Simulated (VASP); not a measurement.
Wanted: the native input for a VASP 6.6.1 run.

| Property | Result |
| --- | --- |
| Task | single point |
| Functional | PBE |
| Potentials or basis | VASP PAW PBE potentials, release 64 (Pb_d) |
| Cutoff | 400 eV |
| k mesh | 8 × 8 × 8 |
| Occupations | gaussian, width 0.1 eV |
| Spin | no spin polarisation |
| Dipole correction | no |
| Further INCAR settings | ALGO = Normal; EDIFF = 1e-06; NBANDS = 13 |

The structure of Pb lies in POSCAR:

```
Pb
1.0
    4.5540721900      0.0000000000      0.0000000000
    0.0000000000      4.5540721900      0.0000000000
    0.0000000000      0.0000000000      4.5540721900
Pb
1
Direct
    0.0000000000      0.0000000000      0.0000000000
```

These files were run (other wordings do the same):

INCAR

```
PREC = Accurate ; ENCUT = 400
EDIFF = 1E-6 ; ISMEAR = 0
SIGMA = 0.1 ; LREAL = F
LASPH = T ; NELM = 120
ALGO = Normal ; ISIF = 2
LWAVE = F ; LCHARG = T
GGA = PE ; LELF = T
LVHAR = T ; NBANDS = 13
GGA_COMPAT = F
```

KPOINTS

```
Automatic mesh
0
Gamma
  8 8 8
```

Potentials or basis: VASP PAW PBE potentials, release 64 (Pb_d).

Run with:

```bash
$ cat potpaw_PBE.64/Pb_d/POTCAR > POTCAR
$ mpirun -np 1 vasp_std > vasp.out
```

It gave:

```
Pressure               : -3.3 GPa
Band gap on the k mesh : zero (bands 7 and 8 overlap by 2.09 eV)
```

Caveat: spin-orbit coupling is left out, which moves the levels of the heavy elements.

Wall time 15 s on 1 thread of AMD EPYC 7R13 Processor (Zen 3) (shared host), peak memory 0.14 GiB.
